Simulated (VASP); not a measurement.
# NaCl (Fm-3m) in VASP: notebook

The runs below take NaCl through single point, with PBEsol, PBE.

Everything below comes from runs of VASP 6.6.1. Logs are shortened: lines on timing, memory, paths and dates and some standing lists are left out, and cuts for length are marked.

## 1. The cell of the first run

The structure is cubic, space group Fm-3m (No. 225). The conventional cell has a = 5.588 Å, b = 5.588 Å, c = 5.588 Å, α = 90.00°, β = 90.00°, γ = 90.00°. Within 3.7 Å of Cl (site symmetry m-3m) lie 6 Na at 2.79 Å. Na (site symmetry m-3m) has 6 Cl at 2.79 Å within 3.7 Å.

## 2. Single point, PBEsol

INCAR

```
  ALGO = Normal
  EDIFF = 1E-7
  ENCUT = 520
  GGA = PS
  ISIF = 2
  ISMEAR = -1
  LASPH = True
  LCHARG = False
  LREAL = False
  LWAVE = False
  NBANDS = 14
  NELM = 100
  PREC = Accurate
  SIGMA = 0.05
```

KPOINTS

```
k-points
0
Gamma
  6 6 6
```

POSCAR

```
NaCl
1.0
    0.0000000000      2.7940632177      2.7940632177
    2.7940632177      0.0000000000      2.7940632177
    2.7940632177      2.7940632177      0.0000000000
Cl Na
1 1
Direct
    0.5000000000      0.5000000000      0.5000000000
    0.0000000000      0.0000000000      0.0000000000
```

Potentials or basis: VASP PAW PBE potentials, release 64 (Cl, Na_pv).

The run is started by

```console
> cat potpaw_PBE.64/Cl/POTCAR potpaw_PBE.64/Na_pv/POTCAR > POTCAR
> mpirun -np 1 vasp_std > vasp.out
```

OUTCAR:

```text
EDIFF = 1E-7
   ENCUT = 520
   GGA = PS
   ISIF = 2
   ISMEAR = -1
   LASPH = True
   LREAL = False
   NELM = 100
   PREC = Accurate

 ion  position               nearest neighbor table
   1  0.500  0.500  0.500-
   2  0.000  0.000  0.000-

  LATTYP: Found a face centered cubic cell.
 ALAT       =     5.5881264354

  Lattice vectors:

 A1 = (   0.0000000000,   2.7940632177,   2.7940632177)
 A2 = (   2.7940632177,   0.0000000000,   2.7940632177)
 A3 = (   2.7940632177,   2.7940632177,   0.0000000000)

Analysis of symmetry for initial positions (statically):
=====================================================================
 Subroutine PRICEL returns:
 Original cell was already a primitive cell.

 Routine SETGRP: Setting up the symmetry group for a
 face centered cubic supercell.

 Subroutine GETGRP returns: Found 48 space group operations
 (whereof 48 operations were pure point group operations)
 out of a pool of 48 trial point group operations.

The static configuration has the point symmetry O_h .

Analysis of symmetry for dynamics (positions and initial velocities):
=====================================================================
 Subroutine PRICEL returns:
 Original cell was already a primitive cell.

 Routine SETGRP: Setting up the symmetry group for a
 face centered cubic supercell.

 Subroutine GETGRP returns: Found 48 space group operations
 (whereof 48 operations were pure point group operations)
 out of a pool of 48 trial point group operations.

The dynamic configuration has the point symmetry O_h .

 Subroutine INISYM returns: Found 48 space group operations
 (whereof 48 operations are pure point group operations),
 and found     1 'primitive' translations

----------------------------------------------------------------------------------------

                                     Primitive cell

  volume of cell :      43.6253

  direct lattice vectors                    reciprocal lattice vectors
     0.000000000  2.794063218  2.794063218    -0.178950854  0.178950854  0.178950854
     2.794063218  0.000000000  2.794063218     0.178950854 -0.178950854  0.178950854
     2.794063218  2.794063218  0.000000000     0.178950854  0.178950854 -0.178950854

  length of vectors
     3.951402097  3.951402097  3.951402097     0.309951972  0.309951972  0.309951972

  position of ions in fractional coordinates (direct lattice)
     0.500000000  0.500000000  0.500000000
     0.000000000  0.000000000  0.000000000

  ion indices of the primitive-cell ions
   primitive index   ion index
                 1           1
                 2           2

----------------------------------------------------------------------------------------

 KPOINTS: k-points

Automatic generation of k-mesh.
 Grid dimensions read from file:
 generate k-points for:    6    6    6

 Generating k-lattice:

  Cartesian coordinates                     Fractional coordinates (reciprocal lattice)
    -0.029825142  0.029825142  0.029825142     0.166666667  0.000000000  0.000000000
     0.029825142 -0.029825142  0.029825142     0.000000000  0.166666667  0.000000000
     0.029825142  0.029825142 -0.029825142     0.000000000  0.000000000  0.166666667

  Length of vectors
     0.051658662  0.051658662  0.051658662

  Shift w.r.t. Gamma in fractional coordinates (k-lattice)
     0.000000000  0.000000000  0.000000000

 Subroutine IBZKPT returns following result:
 ===========================================

 Found     16 irreducible k-points:

 Following reciprocal coordinates:
            Coordinates               Weight
  0.000000  0.000000  0.000000      1.000000
  0.166667  0.000000  0.000000      8.000000
  0.333333  0.000000  0.000000      8.000000
  0.500000  0.000000  0.000000      4.000000
  0.166667  0.166667  0.000000      6.000000
  0.333333  0.166667  0.000000     24.000000
[... 8 lines left out ...]
 -0.333333  0.333333  0.166667     24.000000
 -0.333333  0.500000  0.166667     12.000000
   k-points           NKPTS =     16   k-points in BZ     NKDIM =     16   number of bands    NBANDS=     14
   number of dos      NEDOS =    301   number of ions     NIONS =      2
   total plane-waves  NPLWV =  27000
   dimension x,y,z NGX =    30 NGY =   30 NGZ =   30
   dimension x,y,z NGXF=    60 NGYF=   60 NGZF=   60
   ions per type =               1   1
   NGX,Y,Z   is equivalent  to a cutoff of  12.62, 12.62, 12.62 a.u.
   NGXF,Y,Z  is equivalent  to a cutoff of  25.24, 25.24, 25.24 a.u.
 SYSTEM =  unknown system
   PREC   = accura    normal or accurate (medium, high low for compatibility)
   ISTART =      0    job   : 0-new  1-cont  2-samecut
   ICHARG =      2    charge: 1-file 2-atom 10-const
   ISPIN  =      1    spin polarized calculation?
   LNONCOLLINEAR =      F non collinear calculations
   LSORBIT =      F    spin-orbit coupling
   LASPH  =      T    aspherical Exc in radial PAW
   ENCUT  =  520.0 eV  38.22 Ry    6.18 a.u.   7.35  7.35  7.35*2*pi/ulx,y,z
   NELM   =    100;   NELMIN=  2; NELMDL= -5     # of ELM steps
   EDIFF  = 0.1E-06   stopping-criterion for ELM
   LREAL  =      F    real-space projection
   EDIFFG = 0.1E-05   stopping-criterion for IOM
   NSW    =      0    number of steps for IOM
   IBRION =     -1    ionic relax: 0-MD 1-quasi-New 2-CG
   NFREE  =      0    steps in history (QN), initial steepest desc. (CG)
   ISIF   =      2    stress and relaxation
   ISYM   =      2    0-nonsym 1-usesym 2-fastsym
   POTIM  = 0.5000    time-step for ionic-motion
   TEBEG  =    0.0;   TEEND  =   0.0 temperature during run
   PSTRESS=    0.0 pullay stress
   NELECT =      14.0000    total number of electrons
   NUPDOWN=      -1.0000    fix difference up-down
   EMIN   =  10.00;   EMAX   =-10.00  energy-range for DOS
   EFERMI =   0.00;   METHOD = LEGACY
   ISMEAR =    -1;   SIGMA  =   0.05  broadening in eV -4-tet -1-fermi 0-gaus
   EFERMI_NEDOS =   21; number of points for ismear=-14 and -15
   IALGO  =     38    algorithm
   IMIX   =      4    mixing-type and parameters
     AMIX     =   0.40;   BMIX     =  1.00
     AMIX_MAG =   1.60;   BMIX_MAG =  1.00
  volume/ion in A,a.u.               =      21.81       147.20
  Fermi-wavevector in a.u.,A,eV,Ry     =   1.120825  2.118053 17.092312  1.256249
  Thomas-Fermi vector in A             =   2.257475
   LORBIT       =      0    0 simple, 1 ext, 2 COOP (PROOUT), +10 PAW based schemes
   GGA     = PS    functional components
   LHFCALC =     F    Hartree Fock is set to
   AEXX    =    0.0000 exact exchange contribution
   IVDW    =     0    specifies the selected vdW correction
   LEPSILON=     F    determine dielectric tensor
   LRPA    =     F    only Hartree local field effects (RPA)
 non-spin polarized calculation
  energy-cutoff  :      520.00
  volume of cell :       43.63
 maximum number of plane-waves:      1211
 NGX is ok and might be reduce to    30
   NGX = 15   NGY = 15   NGZ = 15

 number of electron      14.0000007 magnetization

 Free energy of the ion-electron system (eV)
  ---------------------------------------------------
  ext. energy  EPLUGINS =         0.00000000
  ---------------------------------------------------
  free energy    TOTEN  =        -6.99792630 eV

  energy without entropy =       -6.99792630  energy(sigma->0) =       -6.99792630

 E-fermi :   0.4600     XC(G=0):  -8.4561

 val. band max:       -0.6224624669   @ k =   0.0000   0.0000   0.0000
 cond. band min:       4.4124858351   @ k =   0.0000   0.0000   0.0000
 fundamental gap:      5.0349483020
 Fermi energy:         0.4599867508

 k-point     1 :       0.0000    0.0000    0.0000
  band No.  band energies     occupation
      1     -21.2228      2.00000
      2     -21.2228      2.00000
      3     -21.2228      2.00000
      4     -13.3317      2.00000
      5      -0.6225      2.00000
      6      -0.6225      2.00000
      7      -0.6225      2.00000
      8       4.4125      0.00000
      9      10.4010      0.00000
     10      10.4010      0.00000
     11      10.4010      0.00000
     12      12.6585      0.00000
     13      12.6585      0.00000
     14      14.0774      0.00000

 k-point     2 :       0.1667    0.0000    0.0000
  band No.  band energies     occupation
      1     -21.2316      2.00000
      2     -21.2234      2.00000
      3     -21.2234      2.00000
      4     -13.2420      2.00000
      5      -1.2696      2.00000
      6      -0.6973      2.00000
      7      -0.6973      2.00000
      8       5.2530      0.00000
      9       9.5864      0.00000
     10      10.6995      0.00000
     11      10.6995      0.00000
     12      12.3329      0.00000
     13      12.3329      0.00000
     14      15.3192      0.00000

 k-point     3 :       0.3333    0.0000    0.0000
  band No.  band energies     occupation
      1     -21.2491      2.00000
      2     -21.2246      2.00000
      3     -21.2246      2.00000
      4     -13.0542      2.00000
      5      -2.2618      2.00000
      6      -0.8397      2.00000
      7      -0.8397      2.00000
      8       6.3324      0.00000
      9       9.4442      0.00000
     10      10.5355      0.00000
     11      10.5355      0.00000
     12      13.4363      0.00000
     13      13.4363      0.00000
     14      14.6703      0.00000
[... 188 lines left out ...]
 k-point    15 :      -0.3333    0.3333    0.1667
  band No.  band energies     occupation
      1     -21.2464      2.00000
      2     -21.2358      2.00000
      3     -21.2300      2.00000
      4     -12.9037      2.00000
      5      -2.1975      2.00000
      6      -1.6796      2.00000
      7      -1.1940      2.00000
      8       8.1884      0.00000
      9       8.5563      0.00000
     10       9.2810      0.00000
     11      11.2507      0.00000
     12      13.6305      0.00000
     13      15.0943      0.00000
     14      16.1667      0.00000

 k-point    16 :      -0.3333    0.5000    0.1667
  band No.  band energies     occupation
      1     -21.2429      2.00000
      2     -21.2358      2.00000
      3     -21.2342      2.00000
      4     -12.8910      2.00000
      5      -2.1621      2.00000
      6      -1.6004      2.00000
      7      -1.3890      2.00000
      8       7.7740      0.00000
      9       8.1176      0.00000
     10       9.8368      0.00000
     11      11.4729      0.00000
     12      14.6515      0.00000
     13      15.7348      0.00000
     14      15.8020      0.00000

------------------------ aborting loop because EDIFF is reached ----------------------------------------

  FORCE on cell =-STRESS in cart. coord.  units (eV):
  Direction    XX          YY          ZZ          XY          YZ          ZX
  --------------------------------------------------------------------------------------
  -------------------------------------------------------------------------------------
  Total        0.0594325      0.0594325      0.0594325      0.0000000      0.0000000      0.0000000
  in kB        2.1827076      2.1827076      2.1827076      0.0000000      0.0000000      0.0000000
  external PRESSURE =       2.1827076 kB  Pullay stress =       0.0000000 kB

 VOLUME and BASIS-vectors are now :
 -----------------------------------------------------------------------------
  energy-cutoff  :      520.00
  volume of cell :       43.63
      direct lattice vectors                 reciprocal lattice vectors
     0.000000000  2.794063218  2.794063218    -0.178950854  0.178950854  0.178950854
     2.794063218  0.000000000  2.794063218     0.178950854 -0.178950854  0.178950854
     2.794063218  2.794063218  0.000000000     0.178950854  0.178950854 -0.178950854

 POSITION                                       TOTAL-FORCE (eV/Angst)
 -----------------------------------------------------------------------------------
      2.79406      2.79406      2.79406         0.000000     -0.000000     -0.000000
      0.00000      0.00000      0.00000        -0.000000      0.000000      0.000000
 -----------------------------------------------------------------------------------
    total drift:                               -0.000000      0.000000      0.000000

  FREE ENERGIE OF THE ION-ELECTRON SYSTEM (eV)
  ---------------------------------------------------
  free  energy   TOTEN  =        -6.9979263037 eV

  energy  without entropy=       -6.9979263036  energy(sigma->0) =       -6.99792630
```

Run time: 21 s. Hardware: 1 thread of AMD EPYC 7R13, shared host; peak memory 0.13 GiB.

What came out:

```
Free energy            : -6.9979 eV
Pressure               : 0.2 GPa
Band gap on the k mesh : 5.04 eV, direct
```

Levels at points of the mesh, in eV from the valence-band top:
```tsv
k point	band 5	band 6	band 7	band 8	band 9	band 10
(0.00, 0.00, 0.00)	0.00	0.00	0.00	5.04	11.02	11.02
(0.50, 0.00, 0.00)	-2.06	-0.29	-0.29	7.12	10.72	10.93
(0.50, 0.50, 0.00)	-1.78	-0.64	-0.64	7.51	7.86	11.32
```

Caveat: the PAW data sets were made with another functional, which shifts forces and pressure a little.

## 3. Single point, PBE

INCAR

```
  PREC = Accurate
  ENCUT = 520
  EDIFF = 1E-6
  ISMEAR = -1
  SIGMA = 0.06
  LREAL = False
  LASPH = True
  NELM = 100
  ALGO = Normal
  ISIF = 2
  LWAVE = False
  LCHARG = True
  GGA = PE
  LELF = True
  LVHAR = True
  NBANDS = 14
```

KPOINTS

```
regular mesh
0
Gamma
  6 6 6
```

POSCAR is that of step 2.

Potentials or basis: VASP PAW PBE potentials, release 64 (Cl, Na_pv).

The run is started by

```console
> cat potpaw_PBE.64/Cl/POTCAR potpaw_PBE.64/Na_pv/POTCAR > POTCAR
> mpirun -np 1 vasp_std > vasp.out
```

Run time: 5.3 s. Hardware: 1 thread of Intel Xeon Platinum 8481C at 2.70GHz (Sapphire Rapids), shared host; peak memory 0.15 GiB.

Results (log left out):

```yaml
Free_energy: -6.7658 eV
Pressure: 1.5 GPa
Band_gap_on_the_k_mesh: 5.22 eV, direct
```

Levels at points of the mesh, in eV from the valence-band top:
```tsv
k point	band 3	band 4	band 5	band 6	band 7	band 8	band 9	band 10	band 11	band 12
(0.00, 0.00, 0.00)	-20.77	-12.72	0.00	0.00	0.00	5.22	11.15	11.15	11.15	13.35
(0.50, 0.00, 0.00)	-20.77	-12.36	-2.01	-0.28	-0.28	7.32	10.85	11.04	11.04	15.17
(0.50, 0.50, 0.00)	-20.78	-12.31	-1.73	-0.62	-0.62	7.62	8.06	11.52	15.03	15.03
```
